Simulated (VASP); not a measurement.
A run of VASP 6.6.1 is set up as follows.

The input INCAR:

```
SYSTEM = LiH
PREC = Accurate
ENCUT = 520
EDIFF = 1E-6
ISMEAR = -1
SIGMA = 0.146
LREAL = Auto
LASPH = .TRUE.
NELM = 80
ALGO = Normal
ISIF = 2
LWAVE = .FALSE.
LCHARG = .FALSE.
GGA = PE
NBANDS = 42
```

The input KPOINTS:

```
Automatic mesh
0
G
  4 4 2
  0 0 0
```

File POSCAR:

```
LiH
1.0
    0.0000000000      3.9969453814      3.9969453814
    3.9969453814      0.0000000000      3.9969453814
    5.9954180722      5.9954180722      0.0000000000
Li H
12 12
Direct
   -0.0093376307      0.0406130143     -0.0554680251
   -0.0327741531      0.0093730328      0.3311776554
    0.0224336315     -0.0542601860      0.6329908864
   -0.0449969872      0.5233307690     -0.0259403928
    0.0706818515      0.4748990339      0.3603369230
   -0.0186134643      0.5380969202      0.6738475868
    0.4814884409     -0.0162936928      0.0222681719
    0.5363370763      0.0306479044      0.3487251389
    0.4940112540     -0.0452117762      0.7291841782
    0.4708087853      0.5382622965      0.0135148207
    0.5116173239      0.4944249449      0.3428135411
    0.5015263679      0.5112800664      0.6302010059
    0.2658317537      0.2360725279      0.2003691795
    0.2790242031      0.2044512552      0.5133461025
    0.2482996152      0.2276245766      0.8206248406
    0.2777812539      0.7470971492      0.1647762488
    0.2410660912      0.7532284564      0.4547866333
    0.2951586493      0.7128816454      0.8255137407
    0.7697552021      0.2153730957      0.1705573302
    0.7636564198      0.2094864753      0.4834260038
    0.7413964208      0.2177560404      0.8030544229
    0.7181514197      0.7478493486      0.1696895842
    0.7901499016      0.7158308976      0.5115748332
    0.7255157935      0.7014113861      0.8571425609
```

Potentials or basis: VASP PAW PBE potentials, release 64 (Li_sv, H).

Command:

```sh
$ cat potpaw_PBE.64/Li_sv/POTCAR potpaw_PBE.64/H/POTCAR > POTCAR
$ mpirun -np 1 vasp_std > vasp.out
```

(1) What does it give for the largest force?

(2) Predict the band gap on the k mesh.

Results:

(1) 1.698 eV/Å.

(2) 2.76 eV, indirect (least direct gap 2.86 eV).

Caveat: the k points lie up to 0.45 Å⁻¹ apart; forces of over 1 eV/Å act on the atoms, so gaps and moduli don't describe the material at rest.
